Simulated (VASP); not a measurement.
Here is a VASP 6.6.1 calculation.

Contents of INCAR:

```
SYSTEM = InSb3
ALGO = Normal
EDIFF = 1E-7
ENCUT = 520
GGA = PE
ISIF = 2
ISMEAR = 0
LASPH = .True.
LCHARG = .False.
LREAL = .False.
LWAVE = .False.
NBANDS = 22
NELM = 100
PREC = Accurate
SIGMA = 0.15
```

The input KPOINTS:

```
k-points
0
Gamma
  8 8 8
  0 0 0
```

The input POSCAR:

```
InSb3
1.0
    4.8138627010     -0.1124036941     -0.1124036941
   -0.1124036941      4.8138627010     -0.1124036941
   -0.1124036941     -0.1124036941      4.8138627010
In Sb
1 3
Direct
    0.0000000000      0.0000000000      0.0000000000
    0.5000000000      0.0000000000      0.5000000000
    0.0000000000      0.5000000000      0.5000000000
    0.5000000000      0.5000000000      0.0000000000
```

Potentials or basis: VASP PAW PBE potentials, release 64 (In_d, Sb).

The run is started by

```console
$ cat potpaw_PBE.64/In_d/POTCAR potpaw_PBE.64/Sb/POTCAR > POTCAR
$ mpirun -np 1 vasp_std > vasp.out
```

Task: Predict the band gap on the k mesh.

Result: Zero (band 14 reaches 10.84 eV, above the bottom of band 15 at 6.69 eV).

Task: What does it give for the pressure?

Result: 0.2 GPa.

Stress tensor (GPa, compression positive):
```
0.16 0.59 0.59
0.59 0.16 0.59
0.59 0.59 0.16
```

Caveat: spin-orbit coupling is left out, which moves the levels of the heavy elements.
